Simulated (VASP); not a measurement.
A run of VASP 6.6.1:

Contents of INCAR:

```
PREC = Accurate ; ENCUT = 520
EDIFF = 1E-6 ; ISMEAR = 0
SIGMA = 0.05 ; LREAL = F
LASPH = T ; NELM = 80
ALGO = Normal ; ISIF = 2
LWAVE = F ; LCHARG = F
GGA = PE ; IVDW = 12
NBANDS = 20
```

Contents of KPOINTS:

```
regular mesh
0
Gamma
  12 12 12
```

Contents of POSCAR:

```
MoS2
1.0
    1.5371500000      0.8874739663      5.5660333333
   -1.5371500000      0.8874739663      5.5660333333
    0.0000000000     -1.7749479326      5.5660333333
Mo S
1 2
Direct
    0.0000172156      0.0000172156      0.0000172156
    0.7535368444      0.7535368444      0.7535368444
    0.5797459400      0.5797459400      0.5797459400
```

Potentials or basis: VASP PAW PBE potentials, release 64 (Mo_sv, S).

Run with:

```console
$ cat potpaw_PBE.64/Mo_sv/POTCAR potpaw_PBE.64/S/POTCAR > POTCAR
$ mpirun -np 1 vasp_std > vasp.out
```

Hardware: 1 thread of Intel Xeon 8259CL, with other jobs on the host.

Q: Estimate the wall time of this run.

A: It took 16 min on 1 thread of Intel Xeon 8259CL (shared host), peak memory 0.42 GiB. Counts: scf iterations 14, k points 189.
